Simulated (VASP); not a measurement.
Wanted: the native input for a VASP 6.6.1 run.

| Item | Value |
| --- | --- |
| Task | single point |
| Functional | PBE |
| Potentials or basis | VASP PAW PBE potentials, release 64 (Zr_sv, Ta_pv, N) |
| Cutoff | 520 eV |
| k mesh | 6 × 10 × 6 |
| Occupations | gaussian, width 0.1 eV |
| Spin | no spin polarisation |
| Dipole correction | no |
| Further INCAR settings | ALGO = Normal; EDIFF = 1e-07; NBANDS = 36 |

The structure of ZrTa2N4 lies in POSCAR:

```
ZrTa2N4
1.0
    5.3315661107      0.0000000000     -0.0018603295
    0.0000000000      3.0944357326      0.0000000000
   -1.9736280174      0.0000000000      5.3154341519
Zr Ta N
1 2 4
Direct
    0.6853567378      0.5000000000      0.5157971321
    0.0169862644      0.0000000000      0.0494838356
    0.4759811661      0.5000000000      0.9547964647
    0.4345613975      0.0000000000      0.2171303367
    0.8923941889      0.5000000000      0.2200422159
    0.5918834656      0.0000000000      0.7564404211
    0.0728367598      0.5000000000      0.7963106141
```

One way to write it, as run:

INCAR

```
SYSTEM = ZrTa2N4
  PREC = Accurate
  ENCUT = 520
  EDIFF = 1E-7
  ISMEAR = 0
  SIGMA = 0.1
  LREAL = .FALSE.
  LASPH = .TRUE.
  NELM = 100
  ALGO = Normal
  ISIF = 2
  LWAVE = .FALSE.
  LCHARG = .FALSE.
  GGA = PE
  NBANDS = 36
```

KPOINTS

```
Automatic mesh
0
G
  6 10 6
  0 0 0
```

Potentials or basis: VASP PAW PBE potentials, release 64 (Zr_sv, Ta_pv, N).

The run is started by

```sh
$ cat potpaw_PBE.64/Zr_sv/POTCAR potpaw_PBE.64/Ta_pv/POTCAR potpaw_PBE.64/N/POTCAR > POTCAR
$ mpirun -np 1 vasp_std > vasp.out
```

It gave:

The pressure is 0.5 GPa, the largest force is 0.055 eV/Å and the band gap on the k mesh is zero (band 27 reaches 8.25 eV, above the bottom of band 28 at 6.47 eV).

Caveat: spin-orbit coupling is left out, which moves the levels of the heavy elements.

Run time: 4.3 min on 1 thread of AMD EPYC 9R45 96-Core Processor (Zen 5), on a shared host, peak memory 0.41 GiB.
